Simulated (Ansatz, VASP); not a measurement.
# W: VASP beside Ansatz

INCAR

```
SYSTEM = W
PREC = Accurate
ENCUT = 520
EDIFF = 1E-6
ISMEAR = 0
SIGMA = 0.15
LREAL = .FALSE.
LASPH = .TRUE.
NELM = 60
ALGO = Fast
ISIF = 2
LWAVE = .FALSE.
LCHARG = .TRUE.
LELF = .TRUE.
LVHAR = .TRUE.
NBANDS = 13
```

Contents of KPOINTS:

```
Automatic mesh
0
G
  22 22 22
  0 0 0
```

File POSCAR:

```
W
1.0
    0.0000000000      1.8775619433      2.0812774142
    1.8775619433      0.0000000000      2.0812774142
    1.8775619433      1.8775619433      0.0000000000
W
1
Direct
    0.0000000000      0.0000000000      0.0000000000
```

Input for Ansatz:

```yaml
crystal:
  lattice:
    - [0.0, 1.8775619433, 2.0812774142]
    - [1.8775619433, 0.0, 2.0812774142]
    - [1.8775619433, 1.8775619433, 0.0]
  atoms:
    - { symbol: W, position: [0.0, 0.0, 0.0] }
basis:
  ecutwfc: 420
kpoints:
  mp_grid: { grid: [22, 22, 22] }
hamiltonian:
  xc: lda
  pseudopotentials: { kind: paw, azcp: { folder: soft_1 } }
scf:
  occupations: { method: gaussian, width: 0.15 }
output:
  forces: true
  stress: true
  eigenvalues: true
  write_density: true
  write_potential: true
  elf: true
  volumetric_format: npy
```

Alike in both runs: task single point; functional LDA; k mesh 22 × 22 × 22; occupations gaussian, width 0.15 eV; no spin polarisation.

```csv
,VASP,Ansatz
version,VASP 6.6.1,Ansatz 0.2.0
potentials or method,"VASP PAW LDA potentials, release 64 (W_sv), cutoff 520 eV","scalar-relativistic, plane waves, PAW"
valence electrons in the cell,14,14
```

```tsv
	VASP	Ansatz	Ansatz less VASP
gap on the k mesh at the Fermi level (eV)	none	none	-
pressure (GPa)	26.7	24.4	-2.34
traceless stress, the component that is largest in VASP (GPa)	7.09	7.16	+0.067
```

Ansatz warns that its potentials were made for another functional, while VASP's fit it. LDA's correlation is that of Perdew and Zunger in VASP and of Perdew and Wang (1992) in Ansatz. A gap of «none» marks a metal or a gap that the smearing closes.

Spin-orbit coupling is off throughout.
